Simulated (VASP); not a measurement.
# Ir (Pm-3n) in VASP: relaxation of cell and atoms with LDA

Aim: the relaxation of cell and atoms of Ir with LDA.

Program: VASP 6.6.1. These are calculated values, not measurements. Logs are shortened: lines on timing, memory, paths and dates and some standing lists are left out, and cuts for length are marked.

## (1) The cell of the first run

It takes space group Pm-3n (No. 223, cubic). The conventional cell has a = 4.837 Å, b = 4.837 Å, c = 4.837 Å, α = 90.00°, β = 90.00°, γ = 90.00°. Within 3.6 Å of Ir (site symmetry m-3) lie 12 Ir at 2.70 Å. Ir (site symmetry -4m2) has 14 Ir at 2.42 to 2.96 Å within 3.2 Å.

## (2) Relaxation of cell and atoms, LDA

INCAR

```
SYSTEM = Ir
PREC = Accurate
ENCUT = 560
EDIFF = 1E-7
ISMEAR = -1
SIGMA = 0.1
LREAL = .False.
LASPH = .True.
NELM = 120
ALGO = Normal
ISIF = 3
LWAVE = .False.
LCHARG = .False.
GGA = CA
IBRION = 2
NSW = 80
EDIFFG = -0.01
GGA_COMPAT = .False.
NELMIN = 4
```

KPOINTS

```
regular mesh
0
Gamma
  5 5 5
  0 0 0
```

POSCAR

```
Ir
1.0
    4.8373408790      0.0000000000      0.0000000000
    0.0000000000      4.8373408790      0.0000000000
    0.0000000000      0.0000000000      4.8373408790
Ir
8
Direct
    0.0000000000      0.0000000000      0.0000000000
    0.5000000000      0.5000000000      0.5000000000
    0.2500000000      0.0000000000      0.5000000000
    0.7500000000      0.0000000000      0.5000000000
    0.5000000000      0.2500000000      0.0000000000
    0.5000000000      0.7500000000      0.0000000000
    0.0000000000      0.5000000000      0.2500000000
    0.0000000000      0.5000000000      0.7500000000
```

Potentials or basis: VASP PAW LDA potentials, release 64 (Ir_sv_GW).

Started as:

```sh
cat potpaw_LDA.64/Ir_sv_GW/POTCAR > POTCAR
mpirun -np 1 vasp_std > vasp.out
```

OUTCAR:

```text
SYSTEM = Ir
   PREC = Accurate
   ENCUT = 560
   EDIFF = 1E-7
   ISMEAR = -1
   LREAL = .False.
   LASPH = .True.
   NELM = 120
   ISIF = 3
   GGA = CA
   IBRION = 2
   NSW = 80
   EDIFFG = -0.01
   NELMIN = 4

 ion  position               nearest neighbor table
   1  0.000  0.000  0.000-   3 2.70   4 2.70   5 2.70   6 2.70   7 2.70   8 2.70   3 2.70   4 2.70
                             7 2.70   8 2.70   5 2.70   6 2.70
   2  0.500  0.500  0.500-   3 2.70   4 2.70   5 2.70   6 2.70   7 2.70   8 2.70   5 2.70   6 2.70
                             3 2.70   4 2.70   7 2.70   8 2.70
   3  0.250  0.000  0.500-   4 2.42   4 2.42   1 2.70   1 2.70   2 2.70   2 2.70   8 2.96   5 2.96
                             5 2.96   6 2.96   6 2.96   7 2.96   8 2.96   7 2.96
   4  0.750  0.000  0.500-   3 2.42   3 2.42   1 2.70   1 2.70   2 2.70   2 2.70   8 2.96   5 2.96
                             5 2.96   6 2.96   6 2.96   7 2.96   8 2.96   7 2.96
   5  0.500  0.250  0.000-   6 2.42   6 2.42   1 2.70   2 2.70   2 2.70   1 2.70   8 2.96   4 2.96
                             3 2.96   4 2.96   3 2.96   7 2.96   7 2.96   8 2.96
   6  0.500  0.750  0.000-   5 2.42   5 2.42   1 2.70   2 2.70   2 2.70   1 2.70   8 2.96   4 2.96
                             3 2.96   4 2.96   3 2.96   7 2.96   7 2.96   8 2.96
   7  0.000  0.500  0.250-   8 2.42   8 2.42   1 2.70   2 2.70   1 2.70   2 2.70   3 2.96   4 2.96
                             5 2.96   3 2.96   4 2.96   6 2.96   5 2.96   6 2.96
   8  0.000  0.500  0.750-   7 2.42   7 2.42   1 2.70   2 2.70   1 2.70   2 2.70   3 2.96   4 2.96
                             5 2.96   3 2.96   4 2.96   6 2.96   5 2.96   6 2.96

  LATTYP: Found a simple cubic cell.
 ALAT       =     4.8373408790

  Lattice vectors:

 A1 = (   4.8373408790,   0.0000000000,   0.0000000000)
 A2 = (   0.0000000000,   4.8373408790,   0.0000000000)
 A3 = (   0.0000000000,   0.0000000000,   4.8373408790)

Analysis of symmetry for initial positions (statically):
=====================================================================
 Subroutine PRICEL returns:
 Original cell was already a primitive cell.

 Routine SETGRP: Setting up the symmetry group for a
 simple cubic supercell.

 Subroutine GETGRP returns: Found 48 space group operations
 (whereof 24 operations were pure point group operations)
 out of a pool of 48 trial point group operations.

The static configuration has the point symmetry T_h .
 The point group associated with its full space group is O_h .

Analysis of symmetry for dynamics (positions and initial velocities):
=====================================================================
 Subroutine PRICEL returns:
 Original cell was already a primitive cell.

 Routine SETGRP: Setting up the symmetry group for a
 simple cubic supercell.

 Subroutine GETGRP returns: Found 48 space group operations
 (whereof 24 operations were pure point group operations)
 out of a pool of 48 trial point group operations.

The dynamic configuration has the point symmetry T_h .
 The point group associated with its full space group is O_h .

 Subroutine INISYM returns: Found 48 space group operations
 (whereof 24 operations are pure point group operations),
 and found     1 'primitive' translations

----------------------------------------------------------------------------------------

                                     Primitive cell

  volume of cell :     113.1931

  direct lattice vectors                    reciprocal lattice vectors
     4.837340879  0.000000000  0.000000000     0.206725146  0.000000000  0.000000000
     0.000000000  4.837340879  0.000000000     0.000000000  0.206725146  0.000000000
     0.000000000  0.000000000  4.837340879     0.000000000  0.000000000  0.206725146

  length of vectors
     4.837340879  4.837340879  4.837340879     0.206725146  0.206725146  0.206725146

  position of ions in fractional coordinates (direct lattice)
     0.000000000  0.000000000  0.000000000
     0.500000000  0.500000000  0.500000000
     0.250000000  0.000000000  0.500000000
     0.750000000  0.000000000  0.500000000
     0.500000000  0.250000000  0.000000000
     0.500000000  0.750000000  0.000000000
     0.000000000  0.500000000  0.250000000
     0.000000000  0.500000000  0.750000000

  ion indices of the primitive-cell ions
   primitive index   ion index
                 1           1
                 2           2
                 3           3
                 4           4
                 5           5
                 6           6
                 7           7
                 8           8

----------------------------------------------------------------------------------------

 KPOINTS: regular mesh

Automatic generation of k-mesh.
 Grid dimensions read from file:
 generate k-points for:    5    5    5

 Generating k-lattice:

  Cartesian coordinates                     Fractional coordinates (reciprocal lattice)
     0.041345029  0.000000000  0.000000000     0.200000000  0.000000000  0.000000000
     0.000000000  0.041345029  0.000000000     0.000000000  0.200000000  0.000000000
     0.000000000  0.000000000  0.041345029     0.000000000  0.000000000  0.200000000

  Length of vectors
     0.041345029  0.041345029  0.041345029

  Shift w.r.t. Gamma in fractional coordinates (k-lattice)
     0.000000000  0.000000000  0.000000000

 Subroutine IBZKPT returns following result:
 ===========================================

 Found     10 irreducible k-points:

 Following reciprocal coordinates:
            Coordinates               Weight
  0.000000  0.000000  0.000000      1.000000
  0.200000  0.000000  0.000000      6.000000
  0.400000  0.000000  0.000000      6.000000
  0.200000  0.200000  0.000000     12.000000
  0.400000  0.200000  0.000000     24.000000
  0.400000  0.400000  0.000000     12.000000
  0.200000  0.200000  0.200000      8.000000
  0.400000  0.200000  0.200000     24.000000
  0.400000  0.400000  0.200000     24.000000
  0.400000  0.400000  0.400000      8.000000
   k-points           NKPTS =     10   k-points in BZ     NKDIM =     10   number of bands    NBANDS=     81
   number of dos      NEDOS =    301   number of ions     NIONS =      8
   total plane-waves  NPLWV =  64000
   dimension x,y,z NGX =    40 NGY =   40 NGZ =   40
   dimension x,y,z NGXF=    80 NGYF=   80 NGZF=   80
   ions per type =               8
   NGX,Y,Z   is equivalent  to a cutoff of  13.75, 13.75, 13.75 a.u.
   NGXF,Y,Z  is equivalent  to a cutoff of  27.49, 27.49, 27.49 a.u.
 SYSTEM =  Ir
   PREC   = accura    normal or accurate (medium, high low for compatibility)
   ISTART =      0    job   : 0-new  1-cont  2-samecut
   ICHARG =      2    charge: 1-file 2-atom 10-const
   ISPIN  =      1    spin polarized calculation?
   LNONCOLLINEAR =      F non collinear calculations
   LSORBIT =      F    spin-orbit coupling
   LASPH  =      T    aspherical Exc in radial PAW
   ENCUT  =  560.0 eV  41.16 Ry    6.42 a.u.   9.33  9.33  9.33*2*pi/ulx,y,z
   NELM   =    120;   NELMIN=  4; NELMDL= -5     # of ELM steps
   EDIFF  = 0.1E-06   stopping-criterion for ELM
   LREAL  =      F    real-space projection
   EDIFFG = -.1E-01   stopping-criterion for IOM
   NSW    =     80    number of steps for IOM
   IBRION =      2    ionic relax: 0-MD 1-quasi-New 2-CG
   NFREE  =      1    steps in history (QN), initial steepest desc. (CG)
   ISIF   =      3    stress and relaxation
   ISYM   =      2    0-nonsym 1-usesym 2-fastsym
   POTIM  = 0.5000    time-step for ionic-motion
   TEBEG  =    0.0;   TEEND  =   0.0 temperature during run
   PSTRESS=    0.0 pullay stress
   NELECT =     136.0000    total number of electrons
   NUPDOWN=      -1.0000    fix difference up-down
   EMIN   =  10.00;   EMAX   =-10.00  energy-range for DOS
   EFERMI =   0.00;   METHOD = LEGACY
   ISMEAR =    -1;   SIGMA  =   0.10  broadening in eV -4-tet -1-fermi 0-gaus
   EFERMI_NEDOS =   21; number of points for ismear=-14 and -15
   IALGO  =     38    algorithm
   IMIX   =      4    mixing-type and parameters
     AMIX     =   0.40;   BMIX     =  1.00
     AMIX_MAG =   1.60;   BMIX_MAG =  1.00
  volume/ion in A,a.u.               =      14.15        95.48
  Fermi-wavevector in a.u.,A,eV,Ry     =   1.740395  3.288869 41.211694  3.028974
  Thomas-Fermi vector in A             =   2.813052
   LORBIT       =      0    0 simple, 1 ext, 2 COOP (PROOUT), +10 PAW based schemes
   GGA     = CA    functional components
   LHFCALC =     F    Hartree Fock is set to
   AEXX    =    0.0000 exact exchange contribution
   IVDW    =     0    specifies the selected vdW correction
   LEPSILON=     F    determine dielectric tensor
   LRPA    =     F    only Hartree local field effects (RPA)
 conjugate gradient relaxation of ions
 non-spin polarized calculation
  energy-cutoff  :      560.00
  volume of cell :      113.19
 maximum number of plane-waves:      3430
 NGX is ok and might be reduce to    40
   NGX = 19   NGY = 19   NGZ = 19

--------------------------------------- Ionic step        1  -------------------------------------------

 number of electron     135.9999999 magnetization

 Free energy of the ion-electron system (eV)
  ---------------------------------------------------
  ext. energy  EPLUGINS =         0.00000000
  ---------------------------------------------------
  free energy    TOTEN  =       -82.91568530 eV

  energy without entropy =      -82.54674963  energy(sigma->0) =      -82.73121746

------------------------ aborting loop because EDIFF is reached ----------------------------------------

  FORCE on cell =-STRESS in cart. coord.  units (eV):
  Direction    XX          YY          ZZ          XY          YZ          ZX
  --------------------------------------------------------------------------------------
  -------------------------------------------------------------------------------------
  Total        4.3642804      4.3642804      4.3642804     -0.0000000      0.0000000      0.0000000
  in kB       61.7736343     61.7736343     61.7736343     -0.0000000      0.0000000      0.0000000
  external PRESSURE =      61.7736343 kB  Pullay stress =       0.0000000 kB
[... 111 lines left out ...]
  energy  without entropy=      -82.5717761154  energy(sigma->0) =      -82.76091247

--------------------------------------- Ionic step        4  -------------------------------------------

 number of electron     135.9999998 magnetization

 Free energy of the ion-electron system (eV)
  ---------------------------------------------------
  ext. energy  EPLUGINS =         0.00000000
  ---------------------------------------------------
  free energy    TOTEN  =       -82.95007881 eV

  energy without entropy =      -82.57210013  energy(sigma->0) =      -82.76108947

 E-fermi :  12.4284     XC(G=0): -14.6571

 val. band max:       12.4120024991   @ k =   0.4000   0.4000   0.0000
 cond. band min:      12.4385441471   @ k =   0.2000   0.2000   0.2000
 fundamental gap:      0.0265416480
 Fermi energy:        12.4284037668

 k-point     1 :       0.0000    0.0000    0.0000
  band No.  band energies     occupation
      1     -80.0943      2.00000
      2     -80.0836      2.00000
      3     -79.9386      2.00000
      4     -79.9303      2.00000
      5     -79.9303      2.00000
      6     -79.8399      2.00000
[... 819 lines left out ...]
     79      14.5596      0.00000
     80      15.5272      0.00000
 [bands above 80 left out]

------------------------ aborting loop because EDIFF is reached ----------------------------------------

  FORCE on cell =-STRESS in cart. coord.  units (eV):
  Direction    XX          YY          ZZ          XY          YZ          ZX
  --------------------------------------------------------------------------------------
  -------------------------------------------------------------------------------------
  Total        0.0044575      0.0044575      0.0044575      0.0000000      0.0000000      0.0000000
  in kB        0.0621034      0.0621034      0.0621034      0.0000000      0.0000000      0.0000000
  external PRESSURE =       0.0621034 kB  Pullay stress =       0.0000000 kB
[... 23 lines left out ...]
  FREE ENERGIE OF THE ION-ELECTRON SYSTEM (eV)
  ---------------------------------------------------
  free  energy   TOTEN  =       -82.9500788068 eV

  energy  without entropy=      -82.5721001343  energy(sigma->0) =      -82.76108947

 reached required accuracy - stopping structural energy minimisation
```

It took 4.6 min on 1 thread of Intel Xeon Platinum 8559C (Emerald Rapids), shared host; peak memory 0.24 GiB.

Results:

```yaml
Free_energy: -82.9501 eV
Relaxed_volume: 14.37 Å³/atom
Relaxed_cell: a = 4.863 Å, b = 4.863 Å, c = 4.863 Å, α = 90.00°, β = 90.00°, γ = 90.00°
Space_group_after_relaxing_to_0.1_Å: Pm-3n (No. 223)
Energy_gained_by_relaxing: 4.3 meV/atom
Ionic_steps: 4
Pressure_after_relaxing: 0.0 GPa
Band_gap_on_the_k_mesh: zero (bands 68 and 69 overlap by 0.53 eV)
```

Step by step:
```csv
step,energy change (eV),largest force (eV/Å),pressure (GPa),volume (Å³)
1,0.0000,0.0000,6.18,113.19
2,0.4535,0.0000,-19.97,122.37
3,-0.0344,0.0000,-0.20,115.06
4,-0.0344,0.0000,0.01,115.00
```

Final structure:
```yaml
crystal:
  lattice:
    - [4.86291, 0.00000, 0.00000]
    - [0.00000, 4.86291, 0.00000]
    - [0.00000, 0.00000, 4.86291]
  atoms:
    - { symbol: Ir, position: [0.00000, 0.00000, 0.00000] }
    - { symbol: Ir, position: [0.50000, 0.50000, 0.50000] }
    - { symbol: Ir, position: [0.25000, 0.00000, 0.50000] }
    - { symbol: Ir, position: [0.75000, 0.00000, 0.50000] }
    - { symbol: Ir, position: [0.50000, 0.25000, 0.00000] }
    - { symbol: Ir, position: [0.50000, 0.75000, 0.00000] }
    - { symbol: Ir, position: [0.00000, 0.50000, 0.25000] }
    - { symbol: Ir, position: [0.00000, 0.50000, 0.75000] }
```

Levels at points of the mesh, in eV from the Fermi level:
```csv
k point,band 64,band 65,band 66,band 67,band 68,band 69,band 70,band 71,band 72,band 73
"(0.00, 0.00, 0.00)",-1.28,-1.28,-0.39,-0.39,0.36,0.36,0.36,0.98,0.98,0.98
```

Caveat: spin-orbit coupling is left out, which moves the levels of the heavy elements.

The gap in the log of VASP goes by the Fermi energy; the results here count the filled bands.